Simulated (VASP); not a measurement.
The system is SnO.

```xyz
4
Lattice="3.7881 0.0000 0.0000 0.0000 3.7881 0.0000 0.0000 0.0000 4.8541" Properties=species:S:1:pos:R:3 pbc="T T T"
Sn    1.8940    0.0000    3.7116
Sn    0.0000    1.8940    1.1425
O     0.0000    0.0000    0.0000
O     1.8940    1.8940    0.0000
```

Base run:

```yaml
Program: VASP 6.6.1
Functional: PBE
Dispersion: D4
Potentials_or_basis: VASP PAW PBE potentials, release 64 (Sn_d, O)
Cutoff: 520 eV
k_mesh: 7 × 7 × 6
Occupations: fermi-dirac, width 0.05 eV
Spin: no spin polarisation
```

Its results: band gap on the k mesh 0.31 eV (least direct gap 2.04 eV); pressure 3.6 GPa; largest force 0.772 eV/Å.

Q: The run is repeated on the same cell with these changes: functional from PBE to r2SCAN; dispersion from D4 to none. What comes out?

A: Band gap on the k mesh 0.42 eV (least direct gap 2.36 eV); pressure 2.2 GPa; largest force 0.313 eV/Å.

Several settings changed at once.

Caveats: semilocal functionals underestimate gaps, and a narrow one can read as zero; spin-orbit coupling is left out, which moves the levels of the heavy elements; the cell stands under pressure (at least some runs); the PAW data sets were made with another functional, which shifts forces and pressure a little (at least some runs).

A k mesh can miss the band edges.
